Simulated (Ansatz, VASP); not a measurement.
One calculation of SiO2, two programs

Contents of INCAR:

```
ALGO = Normal
EDIFF = 1E-7
ENCUT = 520
ISIF = 2
ISMEAR = 0
LASPH = T
LCHARG = F
LREAL = Auto
LWAVE = F
NBANDS = 82
NELM = 60
PREC = Accurate
SIGMA = 0.02
```

KPOINTS

```
k-points
0
Gamma
  6 6 6
```

Contents of POSCAR:

```
SiO2
1.0
   -6.5170259300      6.5170259300      2.6240355350
    6.5170259300     -6.5170259300      2.6240355350
    6.5170259300      6.5170259300     -2.6240355350
Si O
8 16
Direct
    0.2102109600      0.3813018500      0.5915128100
    0.3813018500      0.7897890400      0.1710908900
    0.6186981500      0.2102109600      0.8289091100
    0.7897890400      0.3813018500      0.1710908900
    0.2102109600      0.6186981500      0.8289091100
    0.7897890400      0.6186981500      0.4084871900
    0.3813018500      0.2102109600      0.5915128100
    0.6186981500      0.7897890400      0.4084871900
    0.8928533400      0.1071466600      0.5000000000
    0.1071466600      0.6071466600      0.2142933200
    0.3928533400      0.8928533400      0.7857066800
    0.6071466600      0.3928533400      0.5000000000
    0.1071466600      0.8928533400      0.5000000000
    0.8928533400      0.3928533400      0.7857066800
    0.6071466600      0.1071466600      0.2142933200
    0.3928533400      0.6071466600      0.5000000000
    0.2430364900      0.5000000000      0.7430364900
    0.5000000000      0.7569635100      0.2569635100
    0.5000000000      0.2430364900      0.7430364900
    0.7569635100      0.5000000000      0.2569635100
    0.3132644400      0.3132644400      0.6265288800
    0.3132644400      0.6867355600      0.0000000000
    0.6867355600      0.3132644400      0.0000000000
    0.6867355600      0.6867355600      0.3734711200
```

Input for Ansatz:

```yaml
crystal:
  lattice:
    - [-6.51702593, 6.51702593, 2.624035535]
    - [6.51702593, -6.51702593, 2.624035535]
    - [6.51702593, 6.51702593, -2.624035535]
  atoms:
    - { symbol: Si, position: [0.21021096, 0.38130185, 0.59151281] }
    - { symbol: Si, position: [0.38130185, 0.78978904, 0.17109089] }
    - { symbol: Si, position: [0.61869815, 0.21021096, 0.82890911] }
    - { symbol: Si, position: [0.78978904, 0.38130185, 0.17109089] }
    - { symbol: Si, position: [0.21021096, 0.61869815, 0.82890911] }
    - { symbol: Si, position: [0.78978904, 0.61869815, 0.40848719] }
    - { symbol: Si, position: [0.38130185, 0.21021096, 0.59151281] }
    - { symbol: Si, position: [0.61869815, 0.78978904, 0.40848719] }
    - { symbol: O, position: [0.89285334, 0.10714666, 0.5] }
    - { symbol: O, position: [0.10714666, 0.60714666, 0.21429332] }
    - { symbol: O, position: [0.39285334, 0.89285334, 0.78570668] }
    - { symbol: O, position: [0.60714666, 0.39285334, 0.5] }
    - { symbol: O, position: [0.10714666, 0.89285334, 0.5] }
    - { symbol: O, position: [0.89285334, 0.39285334, 0.78570668] }
    - { symbol: O, position: [0.60714666, 0.10714666, 0.21429332] }
    - { symbol: O, position: [0.39285334, 0.60714666, 0.5] }
    - { symbol: O, position: [0.24303649, 0.5, 0.74303649] }
    - { symbol: O, position: [0.5, 0.75696351, 0.25696351] }
    - { symbol: O, position: [0.5, 0.24303649, 0.74303649] }
    - { symbol: O, position: [0.75696351, 0.5, 0.25696351] }
    - { symbol: O, position: [0.31326444, 0.31326444, 0.62652888] }
    - { symbol: O, position: [0.31326444, 0.68673556, 0.0] }
    - { symbol: O, position: [0.68673556, 0.31326444, 0.0] }
    - { symbol: O, position: [0.68673556, 0.68673556, 0.37347112] }
basis:
  ecutwfc: 420
kpoints:
  mp_grid: { grid: [6, 6, 6] }
hamiltonian:
  xc: lda
scf:
  occupations: { method: gaussian, width: 0.02 }
output:
  forces: true
  stress: true
  eigenvalues: true
  populations: true
```

Alike in both runs: task single point; functional LDA; k mesh 6 × 6 × 6; occupations gaussian, width 0.02 eV; no spin polarisation.

|  | VASP | Ansatz |
| --- | --- | --- |
| version | VASP 6.6.1 | Ansatz 0.2.0 |
| potentials or method | VASP PAW LDA potentials, release 64 (Si, O), cutoff 520 eV | scalar-relativistic, plane waves, PAW |
| valence electrons in the cell | 128 | 128 |

VASP gave:

* gap on the k mesh at the Fermi level (eV): 5.47
* least direct gap on the mesh (eV): 5.47
* pressure (GPa): -0.8
* rms of the force components (eV/Å): 0.022

Problem. What did Ansatz give for the same quantities?

Solution. gap on the k mesh at the Fermi level (eV): 5.47; least direct gap on the mesh (eV): 5.47; pressure (GPa): -1.2; rms of the force components (eV/Å): 0.033.

LDA's correlation is that of Perdew and Zunger in VASP and of Perdew and Wang (1992) in Ansatz. Atom by atom the forces differ by 0.014 eV/Å (rms over components).
